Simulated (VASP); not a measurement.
# ZrSi2 (Cmcm) in VASP: single point with PBE

Aim: the single point of ZrSi2 with PBE.

Program: VASP 6.6.1. These are calculated values, not measurements. Logs are shortened: lines on timing, memory, paths and dates and some standing lists are left out, and cuts for length are marked.

## (1) The cell of the first run

Symmetry: Cmcm, No. 63, orthorhombic system. The conventional cell has a = 3.704 Å, b = 14.789 Å, c = 3.679 Å, α = 90.00°, β = 90.00°, γ = 90.00°. Within 3.8 Å of Zr (site symmetry m2m) lie 10 Si at 2.72 to 2.99 Å and 6 Zr at 3.62 to 3.70 Å. Si (site symmetry m2m) has 2 Si at 2.42 Å and 6 Zr at 2.72 to 2.99 Å within 3.2 Å. Si (site symmetry m2m) has 8 Si at 2.61 to 3.45 Å and 4 Zr at 2.82 to 2.83 Å within 3.5 Å.

## (2) Single point, PBE

The input, INCAR:

```
SYSTEM = ZrSi2
ALGO     = Normal         ! electronic algorithm
EDIFF    = 1E-7           ! SCF threshold, eV
ENCUT    = 520            ! plane-wave cutoff, eV
GGA      = PE             ! functional
ISIF     = 2              ! what is computed and relaxed
ISMEAR   = 0              ! smearing method
LASPH    = .TRUE.         ! aspherical terms in the spheres
LCHARG   = .FALSE.        ! write CHGCAR
LREAL    = .FALSE.        ! projectors in reciprocal space
LWAVE    = .FALSE.        ! write WAVECAR
NBANDS   = 29             ! bands
NELM     = 100            ! most SCF steps
PREC     = Accurate       ! precision mode
SIGMA    = 0.1            ! smearing width, eV
```

The input, KPOINTS:

```
k-points
0
G
  10 10 10
  0 0 0
```

The input, POSCAR:

```
ZrSi2
1.0
    1.8521860815     -7.3944379339      0.0000000000
    1.8521860815      7.3944379339      0.0000000000
    0.0000000000      0.0000000000      3.6794571932
Zr Si
2 4
Direct
    0.8946593491      0.1053406509      0.2500000000
    0.1053406509      0.8946593491      0.7500000000
    0.5530907141      0.4469092859      0.2500000000
    0.4469092859      0.5530907141      0.7500000000
    0.2502896967      0.7497103033      0.2500000000
    0.7497103033      0.2502896967      0.7500000000
```

Potentials or basis: VASP PAW PBE potentials, release 64 (Zr_sv, Si).

Run with:

```
> cat potpaw_PBE.64/Zr_sv/POTCAR potpaw_PBE.64/Si/POTCAR > POTCAR
> mpirun -np 1 vasp_std > vasp.out
```

OUTCAR:

```text
SYSTEM = ZrSi2
   EDIFF = 1E-7
   ENCUT = 520
   GGA = PE
   ISIF = 2
   ISMEAR = 0
   LASPH = .TRUE.
   LREAL = .FALSE.
   NELM = 100
   PREC = Accurate

 ion  position               nearest neighbor table
   1  0.895  0.105  0.250-   4 2.72   4 2.72   4 2.72   4 2.72   6 2.82   6 2.82   5 2.83   5 2.83
                             3 2.99   3 2.99   2 3.62   2 3.62
   2  0.105  0.895  0.750-   3 2.72   3 2.72   3 2.72   3 2.72   5 2.82   5 2.82   6 2.83   6 2.83
                             4 2.99   4 2.99   1 3.62   1 3.62
   3  0.553  0.447  0.250-   4 2.42   4 2.42   2 2.72   2 2.72   2 2.72   2 2.72   1 2.99   1 2.99

   4  0.447  0.553  0.750-   3 2.42   3 2.42   1 2.72   1 2.72   1 2.72   1 2.72   2 2.99   2 2.99

   5  0.250  0.750  0.250-   6 2.61   6 2.61   6 2.61   6 2.61   2 2.82   2 2.82   1 2.83   1 2.83

   6  0.750  0.250  0.750-   5 2.61   5 2.61   5 2.61   5 2.61   1 2.82   1 2.82   2 2.83   2 2.83

  LATTYP: Found a base centered orthorhombic cell.
 ALAT       =     3.7043721630
 B/A-ratio  =     3.9922759423
 C/A-ratio  =     0.9932741721

  Lattice vectors:

 A1 = (   1.8521860815,  -7.3944379339,   0.0000000000)
 A2 = (   1.8521860815,   7.3944379339,   0.0000000000)
 A3 = (   0.0000000000,   0.0000000000,   3.6794571932)

Analysis of symmetry for initial positions (statically):
=====================================================================
 Subroutine PRICEL returns:
 Original cell was already a primitive cell.

 Routine SETGRP: Setting up the symmetry group for a
 base centered orthorhombic supercell.

 Subroutine GETGRP returns: Found  8 space group operations
 (whereof  4 operations were pure point group operations)
 out of a pool of  8 trial point group operations.

The static configuration has the point symmetry C_2h.
 The point group associated with its full space group is D_2h.

Analysis of symmetry for dynamics (positions and initial velocities):
=====================================================================
 Subroutine PRICEL returns:
 Original cell was already a primitive cell.

 Routine SETGRP: Setting up the symmetry group for a
 base centered orthorhombic supercell.

 Subroutine GETGRP returns: Found  8 space group operations
 (whereof  4 operations were pure point group operations)
 out of a pool of  8 trial point group operations.

The dynamic configuration has the point symmetry C_2h.
 The point group associated with its full space group is D_2h.

 Subroutine INISYM returns: Found  8 space group operations
 (whereof  4 operations are pure point group operations),
 and found     1 'primitive' translations

[... 101 lines left out ...]
   NELM   =    100;   NELMIN=  2; NELMDL= -5     # of ELM steps
   EDIFF  = 0.1E-06   stopping-criterion for ELM
   LREAL  =      F    real-space projection
   EDIFFG = 0.1E-05   stopping-criterion for IOM
   NSW    =      0    number of steps for IOM
   IBRION =     -1    ionic relax: 0-MD 1-quasi-New 2-CG
   NFREE  =      0    steps in history (QN), initial steepest desc. (CG)
   ISIF   =      2    stress and relaxation
   ISYM   =      2    0-nonsym 1-usesym 2-fastsym
   POTIM  = 0.5000    time-step for ionic-motion
   TEBEG  =    0.0;   TEEND  =   0.0 temperature during run
   PSTRESS=    0.0 pullay stress
   NELECT =      40.0000    total number of electrons
   NUPDOWN=      -1.0000    fix difference up-down
   EMIN   =  10.00;   EMAX   =-10.00  energy-range for DOS
   EFERMI =   0.00;   METHOD = LEGACY
   ISMEAR =     0;   SIGMA  =   0.10  broadening in eV -4-tet -1-fermi 0-gaus
   EFERMI_NEDOS =   21; number of points for ismear=-14 and -15
   IALGO  =     38    algorithm
   IMIX   =      4    mixing-type and parameters
     AMIX     =   0.40;   BMIX     =  1.00
     AMIX_MAG =   1.60;   BMIX_MAG =  1.00
  volume/ion in A,a.u.               =      16.80       113.36
  Fermi-wavevector in a.u.,A,eV,Ry     =   1.203078  2.273487 19.693015  1.447396
  Thomas-Fermi vector in A             =   2.338841
   LORBIT       =      0    0 simple, 1 ext, 2 COOP (PROOUT), +10 PAW based schemes
   GGA     = PE    functional components
   LHFCALC =     F    Hartree Fock is set to
   AEXX    =    0.0000 exact exchange contribution
   IVDW    =     0    specifies the selected vdW correction
   LEPSILON=     F    determine dielectric tensor
   LRPA    =     F    only Hartree local field effects (RPA)
 non-spin polarized calculation
 Gauss-broadening in eV      SIGMA  =   0.10
  energy-cutoff  :      520.00
  volume of cell :      100.79
 maximum number of plane-waves:      2736
 NGX is ok and might be reduce to    60
   NGX = 29   NGY = 29   NGZ = 13

 number of electron      40.0000000 magnetization

 Free energy of the ion-electron system (eV)
  ---------------------------------------------------
  ext. energy  EPLUGINS =         0.00000000
  ---------------------------------------------------
  free energy    TOTEN  =       -42.72006068 eV

  energy without entropy =      -42.71319938  energy(sigma->0) =      -42.71663003

 E-fermi :   9.9900     XC(G=0): -11.2518

 val. band max:        9.9891213365   @ k =   0.5000   0.4000   0.3000
 cond. band min:      10.0017978278   @ k =   0.5000   0.2000   0.1000
 fundamental gap:      0.0126764914
 Fermi energy:         9.9900144436

 k-point     1 :       0.0000    0.0000    0.0000
  band No.  band energies     occupation
      1     -38.8063      2.00000
      2     -38.7943      2.00000
      3     -17.0357      2.00000
      4     -16.8960      2.00000
      5     -16.8751      2.00000
      6     -16.8744      2.00000
[... 757 lines left out ...]
     28      13.7472      0.00000
     29      13.9965      0.00000

 [... further k-points ...]
[... 5 lines left out ...]
  --------------------------------------------------------------------------------------
  -------------------------------------------------------------------------------------
  Total        0.0262181      0.0184737      0.0054903      0.0000000      0.0000000      0.0000000
  in kB        0.4167821      0.2936712      0.0872772      0.0000000      0.0000000      0.0000000
  external PRESSURE =       0.2659101 kB  Pullay stress =       0.0000000 kB

 VOLUME and BASIS-vectors are now :
 -----------------------------------------------------------------------------
  energy-cutoff  :      520.00
  volume of cell :      100.79
      direct lattice vectors                 reciprocal lattice vectors
     1.852186081 -7.394437934  0.000000000     0.269951278 -0.067618392  0.000000000
     1.852186081  7.394437934  0.000000000     0.269951278  0.067618392  0.000000000
     0.000000000  0.000000000  3.679457193     0.000000000  0.000000000  0.271779218

 POSITION                                       TOTAL-FORCE (eV/Angst)
 -----------------------------------------------------------------------------------
      1.85219     -5.83657      0.91986         0.000000      0.001755     -0.000000
      1.85219      5.83657      2.75959         0.000000     -0.001755     -0.000000
      1.85219     -0.78515      0.91986         0.000000      0.010604      0.000000
      1.85219      0.78515      2.75959         0.000000     -0.010604      0.000000
      1.85219      3.69293      0.91986         0.000000     -0.000281      0.000000
      1.85219     -3.69293      2.75959         0.000000      0.000281      0.000000
 -----------------------------------------------------------------------------------
    total drift:                               -0.000000      0.000000     -0.000000

  FREE ENERGIE OF THE ION-ELECTRON SYSTEM (eV)
  ---------------------------------------------------
  free  energy   TOTEN  =       -42.7200606770 eV

  energy  without entropy=      -42.7131993826  energy(sigma->0) =      -42.71663003
```

OSZICAR:

```text
N       E                     dE             d eps       ncg     rms          rms(c)
DAV:   1     0.260448695583E+03    0.26045E+03   -0.19395E+04 10788   0.129E+03
DAV:   2    -0.225230448589E+02   -0.28297E+03   -0.27567E+03 12391   0.326E+02
DAV:   3    -0.433212143753E+02   -0.20798E+02   -0.20556E+02 18971   0.667E+01
DAV:   4    -0.443011547302E+02   -0.97994E+00   -0.97687E+00 14687   0.140E+01
DAV:   5    -0.443454144149E+02   -0.44260E-01   -0.44251E-01 16450   0.237E+00    0.234E+01
DAV:   6    -0.427791604706E+02    0.15663E+01   -0.54751E+00 13505   0.109E+01    0.957E+00
DAV:   7    -0.427305848548E+02    0.48576E-01   -0.64870E-01 16933   0.355E+00    0.297E+00
DAV:   8    -0.427200851430E+02    0.10500E-01   -0.54529E-02 13806   0.125E+00    0.714E-01
DAV:   9    -0.427199889910E+02    0.96152E-04   -0.56757E-03 13929   0.462E-01    0.246E-01
DAV:  10    -0.427200323432E+02   -0.43352E-04   -0.61522E-04 15855   0.150E-01    0.847E-02
DAV:  11    -0.427200638046E+02   -0.31461E-04   -0.10959E-04 14022   0.737E-02    0.209E-02
DAV:  12    -0.427200616691E+02    0.21354E-05   -0.58219E-06 14014   0.167E-02    0.681E-03
DAV:  13    -0.427200606842E+02    0.98490E-06   -0.11290E-06 14880   0.668E-03    0.140E-03
DAV:  14    -0.427200606770E+02    0.72664E-08   -0.99192E-08  8165   0.233E-03
   1 F= -.42720061E+02 E0= -.42716630E+02  d E =-.686129E-02
```

Run time: 15 min. Hardware: 1 thread of Intel Xeon Platinum 8259CL at 2.50GHz (Skylake/Cascade Lake), shared host; peak memory 0.61 GiB.

Results:

```yaml
Free_energy: -42.7201 eV
Pressure: 0.0 GPa
Largest_force: 0.011 eV/Å
Band_gap_on_the_k_mesh: zero (bands 20 and 21 overlap by 0.95 eV)
```

Forces in eV/Å, atoms in the order of the input:
```
Zr   0.000  0.002  0.000
Zr   0.000 -0.002  0.000
Si   0.000  0.011  0.000
Si   0.000 -0.011  0.000
Si   0.000  0.000  0.000
Si   0.000  0.000  0.000
```

Levels at points of the mesh, in eV from the Fermi level:
```tsv
k point	band 16	band 17	band 18	band 19	band 20	band 21	band 22	band 23	band 24	band 25
(0.00, 0.00, 0.00)	-2.45	-2.39	-2.37	-2.31	-0.09	1.11	1.39	1.40	1.59	2.10
(0.50, 0.00, 0.00)	-2.54	-1.82	-1.48	-0.86	-0.45	-0.44	0.89	0.91	2.07	2.28
(0.50, 0.50, 0.00)	-2.66	-2.63	-1.89	-1.48	0.31	1.02	1.13	1.48	1.70	2.14
(0.00, 0.00, 0.50)	-2.41	-1.89	-1.89	-0.07	-0.07	0.09	0.09	1.56	1.56	2.32
(0.50, 0.00, 0.50)	-3.79	-3.25	-3.25	-2.14	-2.14	2.12	2.12	3.08	3.08	3.22
(0.50, 0.50, 0.50)	-2.95	-2.19	-2.19	-0.89	-0.89	0.05	0.05	2.27	2.27	2.95
```
